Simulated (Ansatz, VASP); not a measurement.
One calculation of Pd, two programs

INCAR

```
PREC     = Accurate       # precision mode
ENCUT    = 600            # plane-wave cutoff, eV
EDIFF    = 1E-6           # SCF threshold, eV
ISMEAR   = -1             # smearing method
SIGMA    = 0.1            # smearing width, eV
LREAL    = F              # projectors in reciprocal space
LASPH    = T              # aspherical terms in the spheres
NELM     = 60             # most SCF steps
ALGO     = Normal         # electronic algorithm
ISIF     = 3              # what is computed and relaxed
LWAVE    = F              # write WAVECAR
LCHARG   = F              # write CHGCAR
IBRION   = 2              # ionic algorithm
NSW      = 60             # ionic steps
EDIFFG   = -0.005         # ionic threshold
```

Contents of KPOINTS:

```
Automatic mesh
0
Gamma
  15 15 15
```

POSCAR

```
Pd
1.0
    2.4833820489      0.0000000000      0.0000000000
    0.0000000000      2.4833820489      0.0000000000
    0.0000000000      0.0000000000      2.4833820489
Pd
1
Direct
    0.0000000000      0.0000000000      0.0000000000
```

Input for Ansatz:

```yaml
crystal:
  lattice:
    - [2.4833820489, 0.0, 0.0]
    - [0.0, 2.4833820489, 0.0]
    - [0.0, 0.0, 2.4833820489]
  atoms:
    - { symbol: Pd, position: [0.0, 0.0, 0.0] }
kpoints:
  mp_grid: { grid: [15, 15, 15] }
scf:
  occupations: { method: fermi_dirac, width: 0.1 }
hamiltonian:
  xc: lda
  pseudopotentials: { kind: paw }
output:
  forces: true
  stress: true
relax:
  f_tol: 0.005
  max_steps: 40
  cell: {}
```

Alike in both runs: task relaxation of cell and atoms; functional LDA; k mesh 15 × 15 × 15; occupations fermi-dirac, width 0.1 eV; no spin polarisation.

|  | VASP | Ansatz |
| --- | --- | --- |
| version | VASP 6.6.1 | Ansatz 0.2.0 |
| potentials or method | VASP PAW LDA potentials, release 64 (Pd) | PAW with Ansatz's default frozen-core files, scalar-relativistic |
| plane-wave cutoff (eV) | 600 | 420 |
| valence electrons in the cell | 10 | 18 |

Ansatz gave:

* relaxed volume (Å³/atom): 16.37
* relaxed cell length with the largest relative difference (Å): 2.539

Question: Which values does VASP return?

Answer: Relaxed volume (Å³/atom): 16.38; relaxed cell length with the largest relative difference (Å): 2.539.

LDA's correlation is that of Perdew and Zunger in VASP and of Perdew and Wang (1992) in Ansatz. VASP's potentials hold 10 valence electrons a cell and Ansatz's 18, so a difference there can come from the potentials and not from the codes.
